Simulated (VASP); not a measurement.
# ZnO2 (Pa-3) in VASP: single point with PBEsol

Aim: the single point of ZnO2 with PBEsol.

All numbers are computed with VASP 6.6.1; they aren't measurements. Logs are shortened: lines on timing, memory, paths and dates and some standing lists are left out, and cuts for length are marked.

## 1. The cell of the first run

The structure is cubic, space group Pa-3 (No. 205). Conventional cell: a = 4.868 Å, b = 4.868 Å, c = 4.868 Å, α = 90.00°, β = 90.00°, γ = 90.00°. Zn (site symmetry -3) has 6 O at 2.10 Å within 2.8 Å. O (site symmetry 3) has 1 O at 1.48 Å within 2.0 Å.

## 2. Single point, PBEsol

INCAR reads:

```
ALGO = Normal ; EDIFF = 1E-6
ENCUT = 520 ; GGA = PS
ISIF = 2 ; ISMEAR = 0
LASPH = T ; LCHARG = F
LREAL = F ; LWAVE = F
NBANDS = 60 ; NELM = 100
PREC = Accurate ; SIGMA = 0.05
```

KPOINTS reads:

```
k-points
0
Gamma
  6 6 6
```

POSCAR reads:

```
ZnO2
1.0
    4.8679643640      0.0000000000      0.0000000000
    0.0000000000      4.8679643640      0.0000000000
    0.0000000000      0.0000000000      4.8679643640
Zn O
4 8
Direct
    0.0000000000      0.5000000000      0.5000000000
    0.5000000000      0.5000000000      0.0000000000
    0.5000000000      0.0000000000      0.5000000000
    0.0000000000      0.0000000000      0.0000000000
    0.4124604578      0.0875395422      0.9124604578
    0.0875395422      0.9124604578      0.4124604578
    0.9124604578      0.4124604578      0.0875395422
    0.5875395422      0.5875395422      0.5875395422
    0.4124604578      0.4124604578      0.4124604578
    0.0875395422      0.5875395422      0.9124604578
    0.9124604578      0.0875395422      0.5875395422
    0.5875395422      0.9124604578      0.0875395422
```

Potentials or basis: VASP PAW PBE potentials, release 64 (Zn, O).

Command:

```
> cat potpaw_PBE.64/Zn/POTCAR potpaw_PBE.64/O/POTCAR > POTCAR
> mpirun -np 1 vasp_std > vasp.out
```

OUTCAR:

```text
EDIFF = 1E-6
   ENCUT = 520
   GGA = PS
   ISIF = 2
   ISMEAR = 0
   LASPH = T
   LREAL = F
   NELM = 100
   PREC = Accurate

 ion  position               nearest neighbor table
   1  0.000  0.500  0.500-   6 2.10   7 2.10   8 2.10   9 2.10  10 2.10  11 2.10
   2  0.500  0.500  0.000-   5 2.10   7 2.10   8 2.10   9 2.10  10 2.10  12 2.10
   3  0.500  0.000  0.500-   5 2.10   6 2.10   8 2.10   9 2.10  11 2.10  12 2.10
   4  0.000  0.000  0.000-   5 2.10   6 2.10   7 2.10  10 2.10  11 2.10  12 2.10
   5  0.412  0.088  0.912-  12 1.48   3 2.10   4 2.10   2 2.10
   6  0.088  0.912  0.412-  11 1.48   3 2.10   4 2.10   1 2.10
   7  0.912  0.412  0.088-  10 1.48   2 2.10   4 2.10   1 2.10
   8  0.588  0.588  0.588-   9 1.48   2 2.10   3 2.10   1 2.10
   9  0.412  0.412  0.412-   8 1.48   2 2.10   3 2.10   1 2.10
  10  0.088  0.588  0.912-   7 1.48   2 2.10   4 2.10   1 2.10
  11  0.912  0.088  0.588-   6 1.48   3 2.10   4 2.10   1 2.10
  12  0.588  0.912  0.088-   5 1.48   3 2.10   4 2.10   2 2.10

  LATTYP: Found a simple cubic cell.
 ALAT       =     4.8679643640

  Lattice vectors:

 A1 = (   4.8679643640,   0.0000000000,   0.0000000000)
 A2 = (   0.0000000000,   4.8679643640,   0.0000000000)
 A3 = (   0.0000000000,   0.0000000000,   4.8679643640)

Analysis of symmetry for initial positions (statically):
=====================================================================
 Subroutine PRICEL returns:
 Original cell was already a primitive cell.

 Routine SETGRP: Setting up the symmetry group for a
 simple cubic supercell.

 Subroutine GETGRP returns: Found 24 space group operations
 (whereof  6 operations were pure point group operations)
 out of a pool of 48 trial point group operations.

The static configuration has the point symmetry S_6 .
 The point group associated with its full space group is T_h .

Analysis of symmetry for dynamics (positions and initial velocities):
=====================================================================
 Subroutine PRICEL returns:
 Original cell was already a primitive cell.

 Routine SETGRP: Setting up the symmetry group for a
 simple cubic supercell.

 Subroutine GETGRP returns: Found 24 space group operations
 (whereof  6 operations were pure point group operations)
 out of a pool of 48 trial point group operations.

The dynamic configuration has the point symmetry S_6 .
 The point group associated with its full space group is T_h .

 Subroutine INISYM returns: Found 24 space group operations
 (whereof  6 operations are pure point group operations),
 and found     1 'primitive' translations

----------------------------------------------------------------------------------------

                                     Primitive cell

  volume of cell :     115.3565

  direct lattice vectors                    reciprocal lattice vectors
     4.867964364  0.000000000  0.000000000     0.205424676  0.000000000  0.000000000
     0.000000000  4.867964364  0.000000000     0.000000000  0.205424676  0.000000000
     0.000000000  0.000000000  4.867964364     0.000000000  0.000000000  0.205424676

  length of vectors
     4.867964364  4.867964364  4.867964364     0.205424676  0.205424676  0.205424676

  position of ions in fractional coordinates (direct lattice)
     0.000000000  0.500000000  0.500000000
     0.500000000  0.500000000  0.000000000
     0.500000000  0.000000000  0.500000000
     0.000000000  0.000000000  0.000000000
     0.412460458  0.087539542  0.912460458
     0.087539542  0.912460458  0.412460458
     0.912460458  0.412460458  0.087539542
     0.587539542  0.587539542  0.587539542
     0.412460458  0.412460458  0.412460458
     0.087539542  0.587539542  0.912460458
     0.912460458  0.087539542  0.587539542
     0.587539542  0.912460458  0.087539542

  ion indices of the primitive-cell ions
   primitive index   ion index
                 1           1
                 2           2
                 3           3
                 4           4
                 5           5
                 6           6
                 7           7
                 8           8
                 9           9
                10          10
                11          11
                12          12

----------------------------------------------------------------------------------------

 KPOINTS: k-points

Automatic generation of k-mesh.
 Grid dimensions read from file:
 generate k-points for:    6    6    6

 Generating k-lattice:

  Cartesian coordinates                     Fractional coordinates (reciprocal lattice)
     0.034237446  0.000000000  0.000000000     0.166666667  0.000000000  0.000000000
     0.000000000  0.034237446  0.000000000     0.000000000  0.166666667  0.000000000
     0.000000000  0.000000000  0.034237446     0.000000000  0.000000000  0.166666667

  Length of vectors
     0.034237446  0.034237446  0.034237446

  Shift w.r.t. Gamma in fractional coordinates (k-lattice)
     0.000000000  0.000000000  0.000000000

 Subroutine IBZKPT returns following result:
 ===========================================

 Found     24 irreducible k-points:

 Following reciprocal coordinates:
            Coordinates               Weight
  0.000000  0.000000  0.000000      1.000000
  0.166667  0.000000  0.000000      6.000000
  0.333333  0.000000  0.000000      6.000000
  0.500000  0.000000  0.000000      3.000000
  0.166667  0.166667  0.000000     12.000000
  0.333333  0.166667  0.000000     12.000000
[... 16 lines left out ...]
  0.500000  0.500000  0.333333      6.000000
  0.500000  0.500000  0.500000      1.000000
   k-points           NKPTS =     24   k-points in BZ     NKDIM =     24   number of bands    NBANDS=     60
   number of dos      NEDOS =    301   number of ions     NIONS =     12
   total plane-waves  NPLWV =  46656
   dimension x,y,z NGX =    36 NGY =   36 NGZ =   36
   dimension x,y,z NGXF=    72 NGYF=   72 NGZF=   72
   ions per type =               4   8
   NGX,Y,Z   is equivalent  to a cutoff of  12.29, 12.29, 12.29 a.u.
   NGXF,Y,Z  is equivalent  to a cutoff of  24.59, 24.59, 24.59 a.u.
 SYSTEM =  unknown system
   PREC   = accura    normal or accurate (medium, high low for compatibility)
   ISTART =      0    job   : 0-new  1-cont  2-samecut
   ICHARG =      2    charge: 1-file 2-atom 10-const
   ISPIN  =      1    spin polarized calculation?
   LNONCOLLINEAR =      F non collinear calculations
   LSORBIT =      F    spin-orbit coupling
   LASPH  =      T    aspherical Exc in radial PAW
   ENCUT  =  520.0 eV  38.22 Ry    6.18 a.u.   9.05  9.05  9.05*2*pi/ulx,y,z
   NELM   =    100;   NELMIN=  2; NELMDL= -5     # of ELM steps
   EDIFF  = 0.1E-05   stopping-criterion for ELM
   LREAL  =      F    real-space projection
   EDIFFG = 0.1E-04   stopping-criterion for IOM
   NSW    =      0    number of steps for IOM
   IBRION =     -1    ionic relax: 0-MD 1-quasi-New 2-CG
   NFREE  =      0    steps in history (QN), initial steepest desc. (CG)
   ISIF   =      2    stress and relaxation
   ISYM   =      2    0-nonsym 1-usesym 2-fastsym
   POTIM  = 0.5000    time-step for ionic-motion
   TEBEG  =    0.0;   TEEND  =   0.0 temperature during run
   PSTRESS=    0.0 pullay stress
   NELECT =      96.0000    total number of electrons
   NUPDOWN=      -1.0000    fix difference up-down
   EMIN   =  10.00;   EMAX   =-10.00  energy-range for DOS
   EFERMI =   0.00;   METHOD = LEGACY
   ISMEAR =     0;   SIGMA  =   0.05  broadening in eV -4-tet -1-fermi 0-gaus
   EFERMI_NEDOS =   21; number of points for ismear=-14 and -15
   IALGO  =     38    algorithm
   IMIX   =      4    mixing-type and parameters
     AMIX     =   0.40;   BMIX     =  1.00
     AMIX_MAG =   1.60;   BMIX_MAG =  1.00
  volume/ion in A,a.u.               =       9.61        64.87
  Fermi-wavevector in a.u.,A,eV,Ry     =   1.539872  2.909935 32.262198  2.371205
  Thomas-Fermi vector in A             =   2.646038
   LORBIT       =      0    0 simple, 1 ext, 2 COOP (PROOUT), +10 PAW based schemes
   GGA     = PS    functional components
   LHFCALC =     F    Hartree Fock is set to
   AEXX    =    0.0000 exact exchange contribution
   IVDW    =     0    specifies the selected vdW correction
   LEPSILON=     F    determine dielectric tensor
   LRPA    =     F    only Hartree local field effects (RPA)
 non-spin polarized calculation
 Gauss-broadening in eV      SIGMA  =   0.05
  energy-cutoff  :      520.00
  volume of cell :      115.36
 maximum number of plane-waves:      3136
   NGX = 19   NGY = 19   NGZ = 19

 number of electron      96.0000083 magnetization

 Free energy of the ion-electron system (eV)
  ---------------------------------------------------
  ext. energy  EPLUGINS =         0.00000000
  ---------------------------------------------------
  free energy    TOTEN  =       -57.46481726 eV

  energy without entropy =      -57.46481726  energy(sigma->0) =      -57.46481726

 E-fermi :   3.4618     XC(G=0): -11.9479

 val. band max:        3.1492482191   @ k =   0.0000   0.0000   0.0000
 cond. band min:       5.3509774332   @ k =   0.1667   0.1667   0.1667
 fundamental gap:      2.2017292141
 Fermi energy:         3.4617989196

 k-point     1 :       0.0000    0.0000    0.0000
  band No.  band energies     occupation
      1     -19.5896      2.00000
      2     -18.8159      2.00000
      3     -18.8159      2.00000
      4     -18.8159      2.00000
      5     -12.8885      2.00000
      6     -12.8885      2.00000
[... 52 lines left out ...]
     59      13.2122      0.00000
     60      14.3147      0.00000

 k-point     2 :       0.1667    0.0000    0.0000
  band No.  band energies     occupation
      1     -19.5376      2.00000
      2     -18.8667      2.00000
      3     -18.8089      2.00000
      4     -18.8089      2.00000
      5     -12.9013      2.00000
      6     -12.8957      2.00000
[... 52 lines left out ...]
     59      13.2121      0.00000
     60      13.2839      0.00000

 k-point     3 :       0.3333    0.0000    0.0000
  band No.  band energies     occupation
      1     -19.3955      2.00000
      2     -19.0070      2.00000
      3     -18.7948      2.00000
      4     -18.7946      2.00000
      5     -12.9228      2.00000
      6     -12.9131      2.00000
[... 1312 lines left out ...]
     59      10.6755      0.00000
     60      10.6755      0.00000

 k-point    24 :       0.5000    0.5000    0.5000
  band No.  band energies     occupation
      1     -18.9347      2.00000
      2     -18.9347      2.00000
      3     -18.9347      2.00000
      4     -18.9347      2.00000
      5     -13.0608      2.00000
      6     -13.0608      2.00000
[... 52 lines left out ...]
     59      10.0952      0.00000
     60      10.0952      0.00000

------------------------ aborting loop because EDIFF is reached ----------------------------------------

  FORCE on cell =-STRESS in cart. coord.  units (eV):
  Direction    XX          YY          ZZ          XY          YZ          ZX
  --------------------------------------------------------------------------------------
  -------------------------------------------------------------------------------------
  Total        0.8564764      0.8564764      0.8564764      0.0000000     -0.0000000     -0.0000000
  in kB       11.8955309     11.8955309     11.8955309      0.0000000     -0.0000000     -0.0000000
  external PRESSURE =      11.8955309 kB  Pullay stress =       0.0000000 kB

 VOLUME and BASIS-vectors are now :
 -----------------------------------------------------------------------------
  energy-cutoff  :      520.00
  volume of cell :      115.36
      direct lattice vectors                 reciprocal lattice vectors
     4.867964364  0.000000000  0.000000000     0.205424676  0.000000000  0.000000000
     0.000000000  4.867964364  0.000000000     0.000000000  0.205424676  0.000000000
     0.000000000  0.000000000  4.867964364     0.000000000  0.000000000  0.205424676

 POSITION                                       TOTAL-FORCE (eV/Angst)
 -----------------------------------------------------------------------------------
      0.00000      2.43398      2.43398         0.000000     -0.000000     -0.000000
      2.43398      2.43398      0.00000         0.000000     -0.000000     -0.000000
      2.43398      0.00000      2.43398         0.000000     -0.000000     -0.000000
      0.00000      0.00000      0.00000         0.000000     -0.000000     -0.000000
      2.00784      0.42614      4.44182        -0.095755      0.095755     -0.095755
      0.42614      4.44182      2.00784         0.095755     -0.095755     -0.095755
      4.44182      2.00784      0.42614        -0.095755     -0.095755      0.095755
      2.86012      2.86012      2.86012         0.095755      0.095755      0.095755
      2.00784      2.00784      2.00784        -0.095755     -0.095755     -0.095755
      0.42614      2.86012      4.44182         0.095755      0.095755     -0.095755
      4.44182      0.42614      2.86012        -0.095755      0.095755      0.095755
      2.86012      4.44182      0.42614         0.095755     -0.095755      0.095755
 -----------------------------------------------------------------------------------
    total drift:                                0.000000      0.000000     -0.000000

  FREE ENERGIE OF THE ION-ELECTRON SYSTEM (eV)
  ---------------------------------------------------
  free  energy   TOTEN  =       -57.4648172551 eV

  energy  without entropy=      -57.4648172551  energy(sigma->0) =      -57.46481726
```

Run time: 1.8 min. Hardware: 1 thread of Intel Xeon Platinum 8375C at 2.90GHz (Ice Lake), shared host; peak memory 0.27 GiB.

Results:

* Free energy: -57.4648 eV
* Pressure: 1.2 GPa
* Largest force: 0.166 eV/Å
* Band gap on the k mesh: 2.20 eV (least direct gap 2.35 eV)

Forces on the atoms (eV/Å):
```
Zn   0.000  0.000  0.000
Zn   0.000  0.000  0.000
Zn   0.000  0.000  0.000
Zn   0.000  0.000  0.000
O   -0.096  0.096 -0.096
O    0.096 -0.096 -0.096
O   -0.096 -0.096  0.096
O    0.096  0.096  0.096
O   -0.096 -0.096 -0.096
O    0.096  0.096 -0.096
O   -0.096  0.096  0.096
O    0.096 -0.096  0.096
```

Caveat: the PAW data sets were made with another functional, which shifts forces and pressure a little.
